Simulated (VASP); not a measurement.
# HoMoN2 (P4/mmm) in VASP: a series of runs, part 2 of 2

VASP 6.6.1. Earlier steps stand in the parts before.

### Step 3. Single point, PBE (11.25 Å³/atom)

The input, INCAR:

```
SYSTEM = HoMoN2
PREC = Accurate
ENCUT = 600
EDIFF = 1E-6
ISMEAR = 0
SIGMA = 0.1
LREAL = .FALSE.
LASPH = .TRUE.
NELM = 200
ALGO = Normal
ISIF = 2
LWAVE = .FALSE.
LCHARG = .FALSE.
GGA = PE
NBANDS = 24
GGA_COMPAT = .FALSE.
LMAXMIX = 6
```

The input, KPOINTS:

```
Automatic mesh
0
G
  10 10 12
  0 0 0
```

The input, POSCAR:

```
HoMoN2
1.0
    3.8948978287      0.0000000000      0.0000000000
    0.0000000000      3.8948978287      0.0000000000
    0.0000000000      0.0000000000      2.9660268234
Ho Mo N
1 1 2
Direct
    0.5000000000      0.5000000000      0.0000000000
    0.0000000000      0.0000000000      0.5000000000
    0.5000000000      0.0000000000      0.5000000000
    0.0000000000      0.5000000000      0.5000000000
```

Potentials or basis: VASP PAW PBE potentials, release 64 (Ho_3, Mo_sv, N), 4f in core.

Command:

```sh
> cat potpaw_PBE.64/Ho_3/POTCAR potpaw_PBE.64/Mo_sv/POTCAR potpaw_PBE.64/N/POTCAR > POTCAR
> mpirun -np 1 vasp_std > vasp.out
```

OUTCAR:

```text
SYSTEM = HoMoN2
   PREC = Accurate
   ENCUT = 600
   EDIFF = 1E-6
   ISMEAR = 0
   LREAL = .FALSE.
   LASPH = .TRUE.
   NELM = 200
   ISIF = 2
   GGA = PE

 ion  position               nearest neighbor table
   1  0.500  0.500  0.000-   3 2.45   4 2.45   3 2.45   4 2.45   3 2.45   3 2.45   4 2.45   4 2.45
                             2 3.13   2 3.13   2 3.13   2 3.13   2 3.13   2 3.13   2 3.13   2 3.13
   2  0.000  0.000  0.500-   3 1.95   4 1.95   4 1.95   3 1.95   1 3.13   1 3.13   1 3.13   1 3.13
                             1 3.13   1 3.13   1 3.13   1 3.13
   3  0.500  0.000  0.500-   2 1.95   2 1.95   1 2.45   1 2.45   1 2.45   1 2.45
   4  0.000  0.500  0.500-   2 1.95   2 1.95   1 2.45   1 2.45   1 2.45   1 2.45

  LATTYP: Found a simple tetragonal cell.
 ALAT       =     3.8948978287
 C/A-ratio  =     0.7615159508

  Lattice vectors:

 A1 = (   3.8948978287,   0.0000000000,   0.0000000000)
 A2 = (   0.0000000000,   3.8948978287,   0.0000000000)
 A3 = (   0.0000000000,   0.0000000000,   2.9660268234)

Analysis of symmetry for initial positions (statically):
=====================================================================
 Subroutine PRICEL returns:
 Original cell was already a primitive cell.

[... 177 lines left out ...]
 cond. band min:       9.2641175106   @ k =   0.0000   0.0000   0.0000
 fundamental gap:      0.0288339197
 Fermi energy:         9.2394495272

 k-point     1 :       0.0000    0.0000    0.0000
  band No.  band energies     occupation
      1     -52.2609      2.00000
      2     -26.6504      2.00000
      3     -26.6504      2.00000
      4     -25.9614      2.00000
      5     -14.4098      2.00000
      6     -14.4098      2.00000
[... 637 lines left out ...]
     23      15.2665      0.00000
     24      15.3308      0.00000

 [... further k-points ...]

------------------------ aborting loop because EDIFF is reached ----------------------------------------

  FORCE on cell =-STRESS in cart. coord.  units (eV):
  Direction    XX          YY          ZZ          XY          YZ          ZX
  --------------------------------------------------------------------------------------
  -------------------------------------------------------------------------------------
  Total        8.6627652      8.6627652      8.6870446      0.0000000      0.0000000     -0.0000000
  in kB      308.4607527    308.4607527    309.3252854      0.0000000      0.0000000     -0.0000000
  external PRESSURE =     308.7489303 kB  Pullay stress =       0.0000000 kB

 VOLUME and BASIS-vectors are now :
 -----------------------------------------------------------------------------
  energy-cutoff  :      600.00
  volume of cell :       45.00
      direct lattice vectors                 reciprocal lattice vectors
     3.894897829  0.000000000  0.000000000     0.256746144  0.000000000  0.000000000
     0.000000000  3.894897829  0.000000000     0.000000000  0.256746144  0.000000000
     0.000000000  0.000000000  2.966026823     0.000000000  0.000000000  0.337151368

 POSITION                                       TOTAL-FORCE (eV/Angst)
 -----------------------------------------------------------------------------------
      1.94745      1.94745      0.00000         0.000000      0.000000      0.000000
      0.00000      0.00000      1.48301         0.000000      0.000000      0.000000
      1.94745      0.00000      1.48301         0.000000      0.000000      0.000000
      0.00000      1.94745      1.48301         0.000000      0.000000      0.000000
 -----------------------------------------------------------------------------------
    total drift:                                0.000000     -0.000000     -0.000000

  FREE ENERGIE OF THE ION-ELECTRON SYSTEM (eV)
  ---------------------------------------------------
  free  energy   TOTEN  =       -35.8094304500 eV

  energy  without entropy=      -35.8023728118  energy(sigma->0) =      -35.80590163
```

OSZICAR:

```text
N       E                     dE             d eps       ncg     rms          rms(c)
DAV:   1     0.312357961882E+03    0.31236E+03   -0.18344E+04  8312   0.159E+03
DAV:   2    -0.232744887783E+02   -0.33563E+03   -0.31644E+03 10568   0.500E+02
DAV:   3    -0.418914275583E+02   -0.18617E+02   -0.18138E+02 11032   0.117E+02
DAV:   4    -0.421966153643E+02   -0.30519E+00   -0.30084E+00  9320   0.117E+01
DAV:   5    -0.422016117985E+02   -0.49964E-02   -0.49792E-02  9736   0.159E+00    0.536E+01
DAV:   6    -0.364321542928E+02    0.57695E+01   -0.32548E+01  9912   0.399E+01    0.218E+01
DAV:   7    -0.359667464857E+02    0.46541E+00   -0.59526E+00  9648   0.202E+01    0.195E+01
DAV:   8    -0.358203615141E+02    0.14638E+00   -0.78323E-01  8952   0.748E+00    0.199E+00
DAV:   9    -0.358098446350E+02    0.10517E-01   -0.41184E-02 10064   0.177E+00    0.972E-01
DAV:  10    -0.358097330924E+02    0.11154E-03   -0.63307E-03  8848   0.657E-01    0.269E-01
DAV:  11    -0.358094282202E+02    0.30487E-03   -0.10655E-03  9408   0.302E-01    0.436E-02
DAV:  12    -0.358094326604E+02   -0.44402E-05   -0.54124E-05  9824   0.567E-02    0.262E-02
DAV:  13    -0.358094304752E+02    0.21851E-05   -0.49044E-06  8736   0.196E-02    0.554E-03
DAV:  14    -0.358094304500E+02    0.25217E-07   -0.26633E-07  5464   0.643E-03
   1 F= -.35809430E+02 E0= -.35805902E+02  d E =-.705764E-02
```

stdout:

```text
POSCAR found type information on POSCAR HoMoN
 POSCAR found :  3 types and       4 ions
 scaLAPACK will be used
 LDA part: xc-table for (Slater+PW92), standard interpolation
 POSCAR, INCAR and KPOINTS ok, starting setup
 FFT: planning ... GRIDC
 FFT: planning ... GRID_SOFT
 FFT: planning ... GRID
 WAVECAR not read
 entering main loop
```

Run time: 2.7 min. Hardware: 1 thread of AMD EPYC 7R13 (Zen 3), shared host; peak memory 0.3 GiB.

Results:

```
Free energy            : -35.8094 eV
Pressure               : 30.9 GPa
Band gap on the k mesh : zero (an odd number of electrons rules out a gap without spin polarisation)
```

Stress tensor (GPa, compression positive):
```
30.85  0.00  0.00
 0.00 30.85  0.00
 0.00  0.00 30.93
```

Caveat: the cell stands under pressure; spin-orbit coupling is left out, which moves the levels of the heavy elements; the 4f electrons are frozen in the core, so they carry no moment and show no levels; an odd number of electrons without spin polarisation forces a metal; a magnetic or distorted state may lie lower; the run has no spin polarisation, though such a crystal can be magnetic. With open d or f shells a metallic result of PBE can be an artefact of self-interaction; +U or a hybrid may open a gap.

### Step 4. Single point, PBE (11.63 Å³/atom)

The input, INCAR:

```
SYSTEM = HoMoN2
  ALGO = Normal
  EDIFF = 1E-6
  ENCUT = 600
  GGA = PE
  GGA_COMPAT = .FALSE.
  ISIF = 2
  ISMEAR = 0
  LASPH = .TRUE.
  LCHARG = .FALSE.
  LMAXMIX = 6
  LREAL = .FALSE.
  LWAVE = .FALSE.
  NBANDS = 24
  NELM = 200
  PREC = Accurate
  SIGMA = 0.1
```

The input, KPOINTS:

```
k-points
0
G
  10 10 12
  0 0 0
```

The input, POSCAR:

```
HoMoN2
1.0
    3.9188354786      0.0000000000      0.0000000000
    0.0000000000      3.9188354786      0.0000000000
    0.0000000000      0.0000000000      3.0297854205
Ho Mo N
1 1 2
Direct
    0.5000000000      0.5000000000      0.0000000000
    0.0000000000      0.0000000000      0.5000000000
    0.5000000000      0.0000000000      0.5000000000
    0.0000000000      0.5000000000      0.5000000000
```

Command:

```sh
> cat potpaw_PBE.64/Ho_3/POTCAR potpaw_PBE.64/Mo_sv/POTCAR potpaw_PBE.64/N/POTCAR > POTCAR
> mpirun -np 1 vasp_std > vasp.out
```

Wall time 2.5 min (1 thread of AMD EPYC 7R13 (Zen 3), shared host); peak memory 0.3 GiB.

It converged, with:

| Property | Result |
| --- | --- |
| Free energy | -36.0609 eV |
| Pressure | 21.4 GPa |
| Band gap on the k mesh | zero (an odd number of electrons rules out a gap without spin polarisation) |

Levels at points of the mesh, in eV from the Fermi level:
```
           k point  band 13  band 14  band 15  band 16  band 17  band 18  band 19  band 20
(0.00, 0.00, 0.00)    -2.39    -2.08    -1.59    -1.59    -1.57    -0.07    -0.07     0.01
(0.50, 0.00, 0.00)    -3.49    -3.26    -3.20    -2.86     0.23     0.92     2.33     3.32
(0.50, 0.50, 0.00)    -4.26    -4.26    -3.56    -2.33     0.80     3.14     3.14     4.71
(0.00, 0.00, 0.50)    -5.18    -2.01    -2.01    -1.45    -1.45    -1.24     2.97     3.83
(0.50, 0.00, 0.50)    -4.05    -2.88    -2.86    -2.14     1.44     2.11     2.67     4.30
(0.50, 0.50, 0.50)    -5.68    -5.68    -1.19    -0.30     2.23     2.23     3.68     3.92
```

Caveat: the cell stands under pressure; spin-orbit coupling is left out, which moves the levels of the heavy elements; the 4f electrons are frozen in the core, so they carry no moment and show no levels; an odd number of electrons without spin polarisation forces a metal; a magnetic or distorted state may lie lower; the run has no spin polarisation, though such a crystal can be magnetic. With open d or f shells a metallic result of PBE can be an artefact of self-interaction; +U or a hybrid may open a gap.

### Step 5. Single point, PBE (12.02 Å³/atom)

The input, INCAR:

```
PREC = Accurate
ENCUT = 600
EDIFF = 1E-6
ISMEAR = 0
SIGMA = 0.1
LREAL = False
LASPH = True
NELM = 200
ALGO = Normal
ISIF = 2
LWAVE = False
LCHARG = False
GGA = PE
NBANDS = 24
GGA_COMPAT = False
LMAXMIX = 6
```

The input, KPOINTS:

```
regular mesh
0
Gamma
  10 10 12
```

The input, POSCAR:

```
HoMoN2
1.0
    3.9431284472      0.0000000000      0.0000000000
    0.0000000000      3.9431284472      0.0000000000
    0.0000000000      0.0000000000      3.0912244962
Ho Mo N
1 1 2
Direct
    0.5000000000      0.5000000000      0.0000000000
    0.0000000000      0.0000000000      0.5000000000
    0.5000000000      0.0000000000      0.5000000000
    0.0000000000      0.5000000000      0.5000000000
```

Command:

```sh
> cat potpaw_PBE.64/Ho_3/POTCAR potpaw_PBE.64/Mo_sv/POTCAR potpaw_PBE.64/N/POTCAR > POTCAR
> mpirun -np 1 vasp_std > vasp.out
```

Wall time 2.9 min (1 thread of AMD EPYC 7R13 (Zen 3), shared host); peak memory 0.32 GiB.

The run converged. Its results:

```yaml
Free_energy: -36.2274 eV
Pressure: 13.2 GPa
Band_gap_on_the_k_mesh: zero (an odd number of electrons rules out a gap without spin polarisation)
```

Stress tensor (GPa, compression positive):
```
13.23  0.00  0.00
 0.00 13.23  0.00
 0.00  0.00 13.10
```

Levels at points of the mesh, in eV from the Fermi level:
| k point | band 13 | band 14 | band 15 | band 16 | band 17 | band 18 | band 19 | band 20 |
| --- | --- | --- | --- | --- | --- | --- | --- | --- |
| (0.00, 0.00, 0.00) | -2.25 | -2.14 | -1.59 | -1.55 | -1.55 | -0.14 | -0.14 | 0.13 |
| (0.50, 0.00, 0.00) | -3.51 | -3.12 | -3.11 | -2.88 | 0.15 | 1.03 | 2.30 | 3.19 |
| (0.50, 0.50, 0.00) | -4.25 | -4.25 | -3.41 | -2.17 | 0.91 | 3.02 | 3.02 | 4.65 |
| (0.00, 0.00, 0.50) | -4.98 | -1.88 | -1.88 | -1.44 | -1.44 | -1.20 | 2.73 | 3.78 |
| (0.50, 0.00, 0.50) | -3.98 | -2.85 | -2.72 | -2.14 | 1.49 | 2.08 | 2.48 | 4.15 |
| (0.50, 0.50, 0.50) | -5.53 | -5.53 | -1.11 | -0.33 | 2.24 | 2.24 | 3.56 | 3.89 |

Caveat: the cell stands under pressure; spin-orbit coupling is left out, which moves the levels of the heavy elements; the 4f electrons are frozen in the core, so they carry no moment and show no levels; an odd number of electrons without spin polarisation forces a metal; a magnetic or distorted state may lie lower; the run has no spin polarisation, though such a crystal can be magnetic. With open d or f shells a metallic result of PBE can be an artefact of self-interaction; +U or a hybrid may open a gap.

### Step 6. Summary

| cell | k mesh | smearing | gap on the mesh (eV) | pressure (GPa) |
| --- | --- | --- | --- | --- |
| a = 3.989, b = 3.989, c = 6.426 Å, 8 atoms, atomic positions A | 6 × 6 × 4 | gaussian 0.2 eV | none | 0.3 |
| a = 3.895, b = 3.895, c = 2.966 Å, 4 atoms, atomic positions B | 10 × 10 × 12 | gaussian 0.1 eV | none | 30.9 |
| a = 3.919, b = 3.919, c = 3.030 Å, 4 atoms, atomic positions B | 10 × 10 × 12 | gaussian 0.1 eV | none | 21.4 |
| a = 3.943, b = 3.943, c = 3.091 Å, 4 atoms, atomic positions B | 10 × 10 × 12 | gaussian 0.1 eV | none | 13.2 |

Alike in all rows: task single point; level PBE; potentials or basis VASP PAW PBE potentials, release 64 (Ho_3, Mo_sv, N), 4f in core; no spin polarisation; cutoff (eV) 600.

Caveats: spin-orbit coupling is left out, which moves the levels of the heavy elements; the 4f electrons are frozen in the core, so they carry no moment and show no levels; the run has no spin polarisation, though such a crystal can be magnetic; the cell stands under pressure (at least some runs); an odd number of electrons without spin polarisation forces a metal (at least some runs); a magnetic or distorted state may lie lower (at least some runs).

Total energies depend on the potentials used, so only differences within one code and one set of settings carry meaning.

The gap in the log of VASP goes by the Fermi energy; the results here count the filled bands.